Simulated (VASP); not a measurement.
# ScGe4 (P4/mmm) in VASP: relaxation of cell and atoms with PBE

Aim: the relaxation of cell and atoms of ScGe4 with PBE.

Everything below comes from runs of VASP 6.6.1. Logs are shortened: lines on timing, memory, paths and dates and some standing lists are left out, and cuts for length are marked.

## 1. The cell of the first run

Symmetry: P4/mmm, No. 123, tetragonal system. The conventional cell has a = 6.000 Å, b = 6.000 Å, c = 2.897 Å, α = 90.00°, β = 90.00°, γ = 90.00°. Within 3.7 Å of Sc (site symmetry 4/mmm) lie 8 Ge at 2.84 Å and 2 Sc at 2.90 Å. Within 3.4 Å of Ge (site symmetry m2m) lie 4 Ge at 2.55 to 2.90 Å and 2 Sc at 2.84 Å.

## 2. Relaxation of cell and atoms, PBE

Contents of INCAR:

```
SYSTEM = ScGe4
PREC = Accurate
ENCUT = 600
EDIFF = 1E-6
ISMEAR = 0
SIGMA = 0.1
LREAL = .False.
LASPH = .True.
NELM = 100
ALGO = Normal
ISIF = 3
LWAVE = .False.
LCHARG = .False.
GGA = PE
IBRION = 2
NSW = 100
EDIFFG = -0.01
```

Contents of KPOINTS:

```
regular mesh
0
Gamma
  6 6 14
  0 0 0
```

Contents of POSCAR:

```
ScGe4
1.0
    5.9995911468      0.0000000000      0.0000000000
    0.0000000000      5.9995911468      0.0000000000
    0.0000000000      0.0000000000      2.8973317946
Sc Ge
1 4
Direct
    0.0000000000      0.0000000000      0.5000000000
    0.2875285517      0.7124714483      0.0000000000
    0.7124714483      0.7124714483      0.0000000000
    0.2875285517      0.2875285517      0.0000000000
    0.7124714483      0.2875285517      0.0000000000
```

Potentials or basis: VASP PAW PBE potentials, release 64 (Sc_sv, Ge_d).

On the command line:

```
> cat potpaw_PBE.64/Sc_sv/POTCAR potpaw_PBE.64/Ge_d/POTCAR > POTCAR
> mpirun -np 1 vasp_std > vasp.out
```

OUTCAR:

```text
SYSTEM = ScGe4
   PREC = Accurate
   ENCUT = 600
   EDIFF = 1E-6
   ISMEAR = 0
   LREAL = .False.
   LASPH = .True.
   NELM = 100
   ISIF = 3
   GGA = PE
   IBRION = 2
   NSW = 100
   EDIFFG = -0.01

 ion  position               nearest neighbor table
   1  0.000  0.000  0.500-   2 2.84   3 2.84   4 2.84   5 2.84   2 2.84   3 2.84   4 2.84   5 2.84

   2  0.288  0.712  0.000-   3 2.55   4 2.55   1 2.84   1 2.84
   3  0.712  0.712  0.000-   2 2.55   5 2.55   1 2.84   1 2.84
   4  0.288  0.288  0.000-   2 2.55   5 2.55   1 2.84   1 2.84
   5  0.712  0.288  0.000-   3 2.55   4 2.55   1 2.84   1 2.84

  LATTYP: Found a simple tetragonal cell.
 ALAT       =     5.9995911468
 C/A-ratio  =     0.4829215398

  Lattice vectors:

 A1 = (   5.9995911468,   0.0000000000,   0.0000000000)
 A2 = (   0.0000000000,   5.9995911468,   0.0000000000)
 A3 = (   0.0000000000,   0.0000000000,   2.8973317946)

Analysis of symmetry for initial positions (statically):
=====================================================================
 Subroutine PRICEL returns:
 Original cell was already a primitive cell.

 Routine SETGRP: Setting up the symmetry group for a
 simple tetragonal supercell.

 Subroutine GETGRP returns: Found 16 space group operations
 (whereof 16 operations were pure point group operations)
 out of a pool of 16 trial point group operations.

The static configuration has the point symmetry D_4h.

Analysis of symmetry for dynamics (positions and initial velocities):
=====================================================================
 Subroutine PRICEL returns:
 Original cell was already a primitive cell.

 Routine SETGRP: Setting up the symmetry group for a
 simple tetragonal supercell.

 Subroutine GETGRP returns: Found 16 space group operations
 (whereof 16 operations were pure point group operations)
 out of a pool of 16 trial point group operations.

The dynamic configuration has the point symmetry D_4h.

 Subroutine INISYM returns: Found 16 space group operations
 (whereof 16 operations are pure point group operations),
 and found     1 'primitive' translations

----------------------------------------------------------------------------------------

                                     Primitive cell

  volume of cell :     104.2897

  direct lattice vectors                    reciprocal lattice vectors
     5.999591147  0.000000000  0.000000000     0.166678024  0.000000000  0.000000000
     0.000000000  5.999591147  0.000000000     0.000000000  0.166678024  0.000000000
     0.000000000  0.000000000  2.897331795     0.000000000  0.000000000  0.345145144

  length of vectors
     5.999591147  5.999591147  2.897331795     0.166678024  0.166678024  0.345145144

  position of ions in fractional coordinates (direct lattice)
     0.000000000  0.000000000  0.500000000
     0.287528552  0.712471448  0.000000000
     0.712471448  0.712471448  0.000000000
     0.287528552  0.287528552  0.000000000
     0.712471448  0.287528552  0.000000000

  ion indices of the primitive-cell ions
   primitive index   ion index
                 1           1
                 2           2
                 3           3
                 4           4
                 5           5

----------------------------------------------------------------------------------------

 KPOINTS: regular mesh

Automatic generation of k-mesh.
 Grid dimensions read from file:
 generate k-points for:    6    6   14

 Generating k-lattice:

  Cartesian coordinates                     Fractional coordinates (reciprocal lattice)
     0.027779671  0.000000000  0.000000000     0.166666667  0.000000000  0.000000000
     0.000000000  0.027779671  0.000000000     0.000000000  0.166666667  0.000000000
     0.000000000  0.000000000  0.024653225     0.000000000  0.000000000  0.071428571

  Length of vectors
     0.027779671  0.027779671  0.024653225

  Shift w.r.t. Gamma in fractional coordinates (k-lattice)
     0.000000000  0.000000000  0.000000000

 Subroutine IBZKPT returns following result:
 ===========================================

 Found     80 irreducible k-points:

 Following reciprocal coordinates:
            Coordinates               Weight
  0.000000  0.000000  0.000000      1.000000
  0.166667  0.000000  0.000000      4.000000
  0.333333  0.000000  0.000000      4.000000
  0.500000  0.000000  0.000000      2.000000
  0.166667  0.166667  0.000000      4.000000
  0.333333  0.166667  0.000000      8.000000
[... 16 lines left out ...]
  0.333333  0.000000  0.142857      8.000000
  0.500000  0.000000  0.142857      4.000000
 [... further k-points ...]
   k-points           NKPTS =     80   k-points in BZ     NKDIM =     80   number of bands    NBANDS=     40
   number of dos      NEDOS =    301   number of ions     NIONS =      5
   total plane-waves  NPLWV =  55296
   dimension x,y,z NGX =    48 NGY =   48 NGZ =   24
   dimension x,y,z NGXF=    96 NGYF=   96 NGZF=   48
   ions per type =               1   4
   NGX,Y,Z   is equivalent  to a cutoff of  13.30, 13.30, 13.77 a.u.
   NGXF,Y,Z  is equivalent  to a cutoff of  26.60, 26.60, 27.54 a.u.
 SYSTEM =  ScGe4
   PREC   = accura    normal or accurate (medium, high low for compatibility)
   ISTART =      0    job   : 0-new  1-cont  2-samecut
   ICHARG =      2    charge: 1-file 2-atom 10-const
   ISPIN  =      1    spin polarized calculation?
   LNONCOLLINEAR =      F non collinear calculations
   LSORBIT =      F    spin-orbit coupling
   LASPH  =      T    aspherical Exc in radial PAW
   ENCUT  =  600.0 eV  44.10 Ry    6.64 a.u.  11.98 11.98  5.79*2*pi/ulx,y,z
   NELM   =    100;   NELMIN=  2; NELMDL= -5     # of ELM steps
   EDIFF  = 0.1E-05   stopping-criterion for ELM
   LREAL  =      F    real-space projection
   EDIFFG = -.1E-01   stopping-criterion for IOM
   NSW    =    100    number of steps for IOM
   IBRION =      2    ionic relax: 0-MD 1-quasi-New 2-CG
   NFREE  =      1    steps in history (QN), initial steepest desc. (CG)
   ISIF   =      3    stress and relaxation
   ISYM   =      2    0-nonsym 1-usesym 2-fastsym
   POTIM  = 0.5000    time-step for ionic-motion
   TEBEG  =    0.0;   TEEND  =   0.0 temperature during run
   PSTRESS=    0.0 pullay stress
   NELECT =      67.0000    total number of electrons
   NUPDOWN=      -1.0000    fix difference up-down
   EMIN   =  10.00;   EMAX   =-10.00  energy-range for DOS
   EFERMI =   0.00;   METHOD = LEGACY
   ISMEAR =     0;   SIGMA  =   0.10  broadening in eV -4-tet -1-fermi 0-gaus
   EFERMI_NEDOS =   21; number of points for ismear=-14 and -15
   IALGO  =     38    algorithm
   IMIX   =      4    mixing-type and parameters
     AMIX     =   0.40;   BMIX     =  1.00
     AMIX_MAG =   1.60;   BMIX_MAG =  1.00
  volume/ion in A,a.u.               =      20.86       140.76
  Fermi-wavevector in a.u.,A,eV,Ry     =   1.412600  2.669427 27.149599  1.995439
  Thomas-Fermi vector in A             =   2.534332
   LORBIT       =      0    0 simple, 1 ext, 2 COOP (PROOUT), +10 PAW based schemes
   GGA     = PE    functional components
   LHFCALC =     F    Hartree Fock is set to
   AEXX    =    0.0000 exact exchange contribution
   IVDW    =     0    specifies the selected vdW correction
   LEPSILON=     F    determine dielectric tensor
   LRPA    =     F    only Hartree local field effects (RPA)
 conjugate gradient relaxation of ions
 non-spin polarized calculation
 Gauss-broadening in eV      SIGMA  =   0.10
  energy-cutoff  :      600.00
  volume of cell :      104.29
 maximum number of plane-waves:      3512
 NGX is ok and might be reduce to    48
   NGX = 23   NGY = 23   NGZ = 11

--------------------------------------- Ionic step        1  -------------------------------------------

 number of electron      67.0000056 magnetization

 Free energy of the ion-electron system (eV)
  ---------------------------------------------------
  ext. energy  EPLUGINS =         0.00000000
  ---------------------------------------------------
  free energy    TOTEN  =       -25.01134008 eV

  energy without entropy =      -24.99963742  energy(sigma->0) =      -25.00548875

------------------------ aborting loop because EDIFF is reached ----------------------------------------

  FORCE on cell =-STRESS in cart. coord.  units (eV):
  Direction    XX          YY          ZZ          XY          YZ          ZX
  --------------------------------------------------------------------------------------
  -------------------------------------------------------------------------------------
  Total        0.4132866      0.4132866      0.4688038      0.0000000      0.0000000      0.0000000
  in kB        6.3492200      6.3492200      7.2021163      0.0000000      0.0000000      0.0000000
  external PRESSURE =       6.6335188 kB  Pullay stress =       0.0000000 kB

 VOLUME and BASIS-vectors are now :
 -----------------------------------------------------------------------------
  energy-cutoff  :      600.00
  volume of cell :      104.29
      direct lattice vectors                 reciprocal lattice vectors
     5.999591147  0.000000000  0.000000000     0.166678024  0.000000000  0.000000000
     0.000000000  5.999591147  0.000000000     0.000000000  0.166678024  0.000000000
     0.000000000  0.000000000  2.897331795     0.000000000  0.000000000  0.345145144
[... 196 lines left out ...]
 POSITION                                       TOTAL-FORCE (eV/Angst)
 -----------------------------------------------------------------------------------
      0.00000      0.00000      1.45386        -0.000000     -0.000000      0.000000
      1.72963      4.28894     -0.00000        -0.001487      0.001487     -0.000000
      4.28894      4.28894     -0.00000         0.001487      0.001487     -0.000000
      1.72963      1.72963     -0.00000        -0.001487     -0.001487      0.000000
      4.28894      1.72963     -0.00000         0.001487     -0.001487      0.000000
 -----------------------------------------------------------------------------------
    total drift:                                0.000000     -0.000000      0.000000

  FREE ENERGIE OF THE ION-ELECTRON SYSTEM (eV)
  ---------------------------------------------------
  free  energy   TOTEN  =       -25.0134570432 eV

  energy  without entropy=      -25.0018808067  energy(sigma->0) =      -25.00766892

--------------------------------------- Ionic step        7  -------------------------------------------

 number of electron      67.0000074 magnetization

 Free energy of the ion-electron system (eV)
  ---------------------------------------------------
  ext. energy  EPLUGINS =         0.00000000
  ---------------------------------------------------
  free energy    TOTEN  =       -25.01354220 eV

  energy without entropy =      -25.00200859  energy(sigma->0) =      -25.00777540

 E-fermi :   5.0341     XC(G=0): -10.5072

 val. band max:        5.0242363939   @ k =   0.3333   0.3333   0.5000
 cond. band min:       5.0363245661   @ k =   0.1667   0.0000   0.0000
 fundamental gap:      0.0120881722
 Fermi energy:         5.0340750910

 k-point     1 :       0.0000    0.0000    0.0000
  band No.  band energies     occupation
      1     -44.2231      2.00000
      2     -22.9011      2.00000
      3     -22.9011      2.00000
      4     -22.5992      2.00000
      5     -19.2864      2.00000
      6     -19.2754      2.00000
[... 1021 lines left out ...]
     39       8.8486      0.00000
     40       9.0822      0.00000

 [... further k-points ...]
[... 5 lines left out ...]
  --------------------------------------------------------------------------------------
  -------------------------------------------------------------------------------------
  Total       -0.0284412     -0.0284412      0.0319597      0.0000000      0.0000000     -0.0000000
  in kB       -0.4330422     -0.4330422      0.4866140      0.0000000      0.0000000     -0.0000000
  external PRESSURE =      -0.1264902 kB  Pullay stress =       0.0000000 kB

 VOLUME and BASIS-vectors are now :
 -----------------------------------------------------------------------------
  energy-cutoff  :      600.00
  volume of cell :      105.23
      direct lattice vectors                 reciprocal lattice vectors
     6.014097440  0.000000000 -0.000000000     0.166275989  0.000000000  0.000000000
     0.000000000  6.014097440 -0.000000000    -0.000000000  0.166275989 -0.000000000
     0.000000000  0.000000000  2.909294351     0.000000000  0.000000000  0.343725962

 POSITION                                       TOTAL-FORCE (eV/Angst)
 -----------------------------------------------------------------------------------
      6.01410      0.00000      1.45465         0.000000      0.000000     -0.000000
      1.72827      4.28582     -0.00000        -0.003842      0.003842     -0.000000
      4.28582      4.28582     -0.00000         0.003842      0.003842     -0.000000
      1.72827      1.72827     -0.00000        -0.003842     -0.003842      0.000000
      4.28582      1.72827     -0.00000         0.003842     -0.003842      0.000000
 -----------------------------------------------------------------------------------
    total drift:                                0.000000     -0.000000     -0.000000

  FREE ENERGIE OF THE ION-ELECTRON SYSTEM (eV)
  ---------------------------------------------------
  free  energy   TOTEN  =       -25.0135422027 eV

  energy  without entropy=      -25.0020085925  energy(sigma->0) =      -25.00777540

 reached required accuracy - stopping structural energy minimisation
```

Run time: 17 min. Hardware: 1 thread of Intel Xeon Platinum 8259CL at 2.50GHz (Skylake/Cascade Lake), shared host; peak memory 0.48 GiB.

What came out:

```yaml
Free_energy: -25.0135 eV
Relaxed_volume: 21.05 Å³/atom
Relaxed_cell: a = 6.014 Å, b = 6.014 Å, c = 2.909 Å, α = 90.00°, β = 90.00°, γ = 90.00°
Space_group_after_relaxing_to_0.05_Å: P4/mmm (No. 123)
Energy_gained_by_relaxing: 0.4 meV/atom
Ionic_steps: 7
Pressure_after_relaxing: 0.0 GPa
Largest_force_after_relaxing: 0.005 eV/Å
```

Forces on the atoms (eV/Å):
```
Sc   0.000  0.000  0.000
Ge  -0.004  0.004  0.000
Ge   0.004  0.004  0.000
Ge  -0.004 -0.004  0.000
Ge   0.004 -0.004  0.000
```

Step by step:
```csv
step,energy change (eV),largest force (eV/Å),pressure (GPa),volume (Å³)
1,0.0000,0.0325,0.66,104.29
2,-0.0019,0.0075,-0.24,105.60
3,-0.0021,0.0040,0.00,105.27
4,-0.0021,0.0010,0.02,105.29
5,-0.0021,0.0046,-0.09,105.45
6,-0.0021,0.0021,-0.05,105.33
7,-0.0022,0.0054,-0.01,105.23
```

Final structure:
```xyz
5
Lattice="6.0141 0.0000 0.0000 0.0000 6.0141 0.0000 0.0000 0.0000 2.9093" Properties=species:S:1:pos:R:3 pbc="T T T"
Sc    6.0141    0.0000    1.4546
Ge    1.7283    4.2858    0.0000
Ge    4.2858    4.2858    0.0000
Ge    1.7283    1.7283    0.0000
Ge    4.2858    1.7283    0.0000
```
